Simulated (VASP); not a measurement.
Ni:

```
CELL_PARAMETERS angstrom
0.00000 1.76194 1.76194
1.76194 0.00000 1.76194
1.76194 1.76194 0.00000
ATOMIC_POSITIONS crystal
Ni 0.00000 0.00000 0.00000
```

- Program: VASP 6.6.1
- Task: relaxation of volume and atoms at fixed shape
- Functional: PBEsol
- Potentials or basis: VASP PAW PBE potentials, release 64 (Ni)
- Cutoff: 600 eV
- k mesh: 21 × 21 × 21
- Occupations: methfessel-paxton, width 0.1 eV
- Spin: collinear spin, ferromagnetic start
- Starting moments: [1.5] μB

At the start: pressure -10.8 GPa; volume 10.94 Å³/atom.

How do energy, volume and symmetry change on relaxing?

Over 3 steps the energy falls by 20.6 meV/atom and the volume is 10.37 Å³/atom (-5.2 %); space group Fm-3m (No. 225, to 0.1 Å) before and after; moment 0.59 μB per cell.

The path:
| step | energy change (eV) | largest force (eV/Å) | pressure (GPa) | volume (Å³) |
| --- | --- | --- | --- | --- |
| 1 | 0.0000 | 0.0000 | -10.79 | 10.94 |
| 2 | 0.0023 | 0.0000 | 14.24 | 9.81 |
| 3 | -0.0206 | 0.0000 | -0.14 | 10.37 |

Final structure:
```yaml
crystal:
  lattice:
    - [0.00000, 1.73058, 1.73058]
    - [1.73058, 0.00000, 1.73058]
    - [1.73058, 1.73058, 0.00000]
  atoms:
    - { symbol: Ni, position: [0.00000, 0.00000, 0.00000] }
```

Caveat: the PAW data sets were made with another functional, which shifts forces and pressure a little.
